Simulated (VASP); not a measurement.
HC16 (a cell with a defect): single point with LDA

The system is HC16 (a cell with a defect).

```
C H
1.0
     0.00000    3.57000    3.57000
     3.57000    0.00000    3.57000
     3.57000    3.57000    0.00000
C H
16 1
Direct
  0.01402 0.99043 0.99424
  0.11889 0.15399 0.08814
  0.00485 0.01877 0.46695
  0.14538 0.11776 0.59866
  0.97325 0.54129 0.97359
  0.11891 0.62289 0.13574
  0.01206 0.50447 0.48769
  0.11127 0.66623 0.60822
  0.51685 0.00539 0.99562
  0.63074 0.10696 0.15943
  0.52807 0.98339 0.50485
  0.63836 0.12408 0.64007
  0.49679 0.47340 0.07408
  0.59836 0.64296 0.15870
  0.51497 0.50324 0.51917
  0.62202 0.61137 0.65417
  0.81704 0.71853 0.73662
```

```yaml
Program: VASP 6.6.1
Task: single point
Functional: LDA
Potentials_or_basis: VASP PAW LDA potentials, release 64 (C, H)
Cutoff: 520 eV
k_mesh: 3 × 3 × 3
Occupations: fermi-dirac, width 0.05 eV
Spin: collinear spin, zero start
Starting_moments: "[0.0, 0.0, 0.0, 0.0, 0.0, 0.0, 0.0, 0.0, 0.0, 0.0, 0.0, 0.0, 0.0, 0.0, 0.0, 0.0, 0.0] μB"
```

* Pressure: 6.8 GPa
* Largest force: 6.928 eV/Å
* Net moment: 0.00 μB per cell
* Valence electrons inside the program's atomic spheres: C 2.56, 2.51, 2.62, 2.50, 2.53, 2.58, 2.57, 2.60, 2.59, 2.63, 2.54; H 0.65

Forces on the atoms (eV/Å):
```
C    0.581 -1.505  0.891
C    0.437  2.274  0.133
C    1.823  0.829  2.595
C    2.856  1.135  0.437
C   -0.308  5.959 -0.665
C   -1.000 -0.082  1.631
C   -0.125  0.839 -2.947
C   -2.588  1.983 -2.091
C    3.842 -0.949 -2.292
C   -2.259 -2.050  2.902
C    2.936 -0.472 -3.324
C   -1.522 -2.832  0.838
C   -3.020 -6.166  0.931
C   -2.469  1.402  1.165
C   -0.268 -1.239 -1.421
C    0.424  1.879  2.327
H    0.660 -1.003 -1.110
```

Stress tensor (GPa, compression positive):
```
 8.49  1.48 -3.34
 1.48  2.78  0.65
-3.34  0.65  9.17
```

Levels at points of the mesh, in eV from the Fermi level:
Spin up:
```tsv
k point	band 29	band 30	band 31	band 32	band 33	band 34	band 35	band 36	band 37	band 38
(0.00, 0.00, 0.00)	-4.63	-3.38	-3.09	-2.01	-1.35	0.58	1.34	1.42	1.75	1.85
```
Spin down:
```
           k point  band 30  band 31  band 32  band 33  band 34  band 35  band 36  band 37
(0.00, 0.00, 0.00)    -3.38    -3.09    -2.01    -1.35     0.58     1.34     1.42     1.75
```

Run time: 120 s on 1 thread of Intel(R) Xeon(R) 6975P-C (Granite Rapids), on a shared host, peak memory 0.25 GiB.

Caveat: the k points lie up to 0.51 Å⁻¹ apart.
